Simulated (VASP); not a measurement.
# Ta (P6_3/mmc) in VASP: a series of runs, part 2 of 2

VASP 6.6.1.

**4. Single point, LDA**

This run uses another cell than the first one, of 17.84 Å³/atom.

Input file INCAR:

```
ALGO = Normal
EDIFF = 1E-6
ENCUT = 500
GGA = CA
GGA_COMPAT = F
ISIF = 2
ISMEAR = 0
LASPH = T
LCHARG = T
LELF = T
LREAL = F
LVHAR = T
LWAVE = F
NBANDS = 20
NELM = 120
PREC = Accurate
SIGMA = 0.1
```

Input file KPOINTS:

```
k-points
0
Gamma
  11 11 5
```

Input file POSCAR:

```
Ta
1.0
    2.8420490948      0.0000000000      0.0000000000
   -1.4210245474      2.4612867149      0.0000000000
    0.0000000000      0.0000000000      5.1015680845
Ta
2
Direct
    0.6666666667      0.3333333333      0.7500000000
    0.3333333333      0.6666666667      0.2500000000
```

Potentials or basis: VASP PAW LDA potentials, release 64 (Ta_sv_GW).

On the command line:

```
cat potpaw_LDA.64/Ta_sv_GW/POTCAR > POTCAR
mpirun -np 1 vasp_std > vasp.out
```

OUTCAR:

```text
EDIFF = 1E-6
   ENCUT = 500
   GGA = CA
   ISIF = 2
   ISMEAR = 0
   LASPH = T
   LREAL = F
   NELM = 120
   PREC = Accurate

 ion  position               nearest neighbor table
   1  0.667  0.333  0.750-   2 3.03   2 3.03   2 3.03   2 3.03   2 3.03   2 3.03
   2  0.333  0.667  0.250-   1 3.03   1 3.03   1 3.03   1 3.03   1 3.03   1 3.03

  LATTYP: Found a hexagonal cell.
 ALAT       =     2.8420490948
 C/A-ratio  =     1.7950316530

  Lattice vectors:

 A1 = (   2.8420490948,   0.0000000000,   0.0000000000)
 A2 = (  -1.4210245474,   2.4612867149,   0.0000000000)
 A3 = (   0.0000000000,   0.0000000000,   5.1015680845)

Analysis of symmetry for initial positions (statically):
=====================================================================
 Subroutine PRICEL returns:
 Original cell was already a primitive cell.

 Routine SETGRP: Setting up the symmetry group for a
 hexagonal supercell.

 Subroutine GETGRP returns: Found 24 space group operations
 (whereof 12 operations were pure point group operations)
[... 161 lines left out ...]
  ext. energy  EPLUGINS =         0.00000000
  ---------------------------------------------------
  free energy    TOTEN  =       -30.04035298 eV

  energy without entropy =      -30.03089758  energy(sigma->0) =      -30.03562528

 E-fermi :  10.7727     XC(G=0): -13.3047

 val. band max:       10.7422081567   @ k =   0.1818   0.1818   0.0000
 cond. band min:      10.7892267810   @ k =   0.3636   0.1818   0.0000
 fundamental gap:      0.0470186243
 Fermi energy:        10.7727025713

 k-point     1 :       0.0000    0.0000    0.0000
  band No.  band energies     occupation
      1     -56.4010      2.00000
      2     -56.3265      2.00000
      3     -23.6358      2.00000
      4     -22.6667      2.00000
      5     -22.5133      2.00000
      6     -22.5133      2.00000
[... 541 lines left out ...]
     19      16.0078      0.00000
     20      17.8225      0.00000

 [... further k-points ...]

------------------------ aborting loop because EDIFF is reached ----------------------------------------

  FORCE on cell =-STRESS in cart. coord.  units (eV):
  Direction    XX          YY          ZZ          XY          YZ          ZX
  --------------------------------------------------------------------------------------
  -------------------------------------------------------------------------------------
  Total       -0.5524860     -0.5524860     -0.5427540      0.0000000      0.0000000      0.0000000
  in kB      -24.8047254    -24.8047254    -24.3677893      0.0000000      0.0000000      0.0000000
  external PRESSURE =     -24.6590800 kB  Pullay stress =       0.0000000 kB

 VOLUME and BASIS-vectors are now :
 -----------------------------------------------------------------------------
  energy-cutoff  :      500.00
  volume of cell :       35.69
      direct lattice vectors                 reciprocal lattice vectors
     2.842049095  0.000000000  0.000000000     0.351858806  0.203145776  0.000000000
    -1.421024547  2.461286715  0.000000000     0.000000000  0.406291552  0.000000000
     0.000000000  0.000000000  5.101568085     0.000000000  0.000000000  0.196018162

 POSITION                                       TOTAL-FORCE (eV/Angst)
 -----------------------------------------------------------------------------------
      1.42102      0.82043      3.82618         0.000000     -0.000000      0.000000
     -0.00000      1.64086      1.27539        -0.000000      0.000000      0.000000
 -----------------------------------------------------------------------------------
    total drift:                                0.000000     -0.000000      0.000000

  FREE ENERGIE OF THE ION-ELECTRON SYSTEM (eV)
  ---------------------------------------------------
  free  energy   TOTEN  =       -30.0403529787 eV

  energy  without entropy=      -30.0308975787  energy(sigma->0) =      -30.03562528
```

OSZICAR:

```text
N       E                     dE             d eps       ncg     rms          rms(c)
DAV:   1     0.204591603597E+03    0.20459E+03   -0.16604E+04  1968   0.125E+03
DAV:   2    -0.190538729620E+02   -0.22365E+03   -0.21953E+03  2496   0.356E+02
DAV:   3    -0.314214063645E+02   -0.12368E+02   -0.12294E+02  2636   0.736E+01
DAV:   4    -0.315841874473E+02   -0.16278E+00   -0.16273E+00  2240   0.818E+00
DAV:   5    -0.315885179015E+02   -0.43305E-02   -0.43304E-02  2604   0.902E-01    0.125E+02
DAV:   6    -0.303555036869E+02    0.12330E+01   -0.14858E+00  2060   0.811E+00    0.838E+01
DAV:   7    -0.301754144908E+02    0.18009E+00   -0.27505E+00  2072   0.102E+01    0.793E+00
DAV:   8    -0.300400024996E+02    0.13541E+00   -0.53843E-01  1996   0.526E+00    0.153E+01
DAV:   9    -0.300403365702E+02   -0.33407E-03   -0.41308E-03  2156   0.487E-01    0.952E+00
DAV:  10    -0.300404532136E+02   -0.11664E-03   -0.49816E-04  2052   0.178E-01    0.547E+00
DAV:  11    -0.300403521799E+02    0.10103E-03   -0.66130E-04  1960   0.284E-01    0.425E+00
DAV:  12    -0.300403531824E+02   -0.10025E-05   -0.40973E-06  2228   0.183E-02    0.184E+00
DAV:  13    -0.300403529787E+02    0.20366E-06   -0.58273E-07  1100   0.873E-03
   1 F= -.30040353E+02 E0= -.30035625E+02  d E =-.945540E-02
```

stdout:

```text
POSCAR found type information on POSCAR Ta
 POSCAR found :  1 types and       2 ions
 scaLAPACK will be used
 LDA part: xc-table for (Slater(with rela. corr.)+CA(PZ))
 , standard interpolation
 POSCAR, INCAR and KPOINTS ok, starting setup
 FFT: planning ... GRIDC
 FFT: planning ... GRID_SOFT
 FFT: planning ... GRID
 WAVECAR not read
 entering main loop
```

Run time: 30 s. Hardware: 1 thread of AMD EPYC 7R13 (Zen 3), shared host; peak memory 0.13 GiB.

What came out:

```
Free energy            : -30.0404 eV
Pressure               : -2.5 GPa
Band gap on the k mesh : zero (bands 13 and 14 overlap by 1.75 eV)
```

Levels at points of the mesh, in eV from the Fermi level:
| k point | band 9 | band 10 | band 11 | band 12 | band 13 | band 14 | band 15 | band 16 | band 17 | band 18 |
| --- | --- | --- | --- | --- | --- | --- | --- | --- | --- | --- |
| (0.00, 0.00, 0.00) | -8.30 | -5.08 | -0.77 | 0.12 | 0.54 | 0.54 | 1.12 | 1.12 | 3.10 | 3.10 |

Caveat: spin-orbit coupling is left out, which moves the levels of the heavy elements.

**5. Overview**

| cell | gap on the mesh (eV) | pressure (GPa) |
| --- | --- | --- |
| a = 2.798, b = 2.798, c = 4.995 Å, angles 90.0, 90.0, 120.0°, 2 atoms | none | 9.6 |
| a = 2.834, b = 2.834, c = 5.082 Å, angles 90.0, 90.0, 120.0°, 2 atoms | none | -0.5 |
| a = 2.842, b = 2.842, c = 5.102 Å, angles 90.0, 90.0, 120.0°, 2 atoms | none | -2.5 |

Alike in all rows: task single point; level LDA; potentials or basis VASP PAW LDA potentials, release 64 (Ta_sv_GW); no spin polarisation; k mesh 11 × 11 × 5; cutoff (eV) 500; smearing gaussian 0.1 eV.

Caveats: spin-orbit coupling is left out, which moves the levels of the heavy elements; the cell stands under pressure (at least some runs).

Total energies depend on the potentials used, so only differences within one code and one set of settings carry meaning.

The gap in the log of VASP goes by the Fermi energy; the results here count the filled bands.